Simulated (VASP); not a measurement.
## TbBeC: single point with PBE

TbBeC:

```
CELL_PARAMETERS angstrom
3.36420 0.00000 0.00000
-1.68210 2.91348 0.00000
0.00000 0.00000 3.81533
ATOMIC_POSITIONS crystal
Tb 0.66667 0.33333 0.00000
Be 0.00000 0.00000 0.50000
C 0.33333 0.66667 0.50000
```

The cell was generated, and may not be a known phase.

| Property | Result |
| --- | --- |
| Program | VASP 6.6.1 |
| Task | single point |
| Functional | PBE |
| Potentials or basis | VASP PAW PBE potentials, release 64 (Tb_3, Be, C), 4f in core |
| Cutoff | 600 eV |
| k mesh | 6 × 6 × 6 |
| Occupations | gaussian, width 0.1 eV |
| Spin | no spin polarisation |

| Item | Value |
| --- | --- |
| Pressure | 0.5 GPa |
| Band gap on the k mesh | zero (an odd number of electrons rules out a gap without spin polarisation) |

Stress tensor (GPa, compression positive):
```
0.38 0.00 0.00
0.00 0.38 0.00
0.00 0.00 0.65
```

Levels at points of the mesh, in eV from the Fermi level:
```
           k point  band 3  band 4  band 5  band 6  band 7  band 8  band 9  band 10  band 11  band 12
(0.00, 0.00, 0.00)  -20.94  -11.29   -1.14   -1.14   -1.07   -0.98    3.55     4.57     4.57     5.89
(0.50, 0.00, 0.00)  -21.18   -9.34   -5.20   -2.31   -1.53   -0.57    3.22     4.61     5.80     6.78
(0.00, 0.00, 0.50)  -20.92   -9.69   -5.11   -0.38   -0.38    2.78    2.78     2.96     3.20     3.20
(0.50, 0.00, 0.50)  -21.15   -9.68   -4.22   -2.68   -2.54   -0.08    4.06     5.78     7.72     7.90
```

Wall time 9.8 s on 1 thread of AMD EPYC 9R45 96-Core Processor (Zen 5), on a shared host, peak memory 0.15 GiB.

Caveat: spin-orbit coupling is left out, which moves the levels of the heavy elements; the 4f electrons are frozen in the core, so they carry no moment and show no levels. Spin polarisation is off, so any magnetic state and its effect on volume and gap are missing.
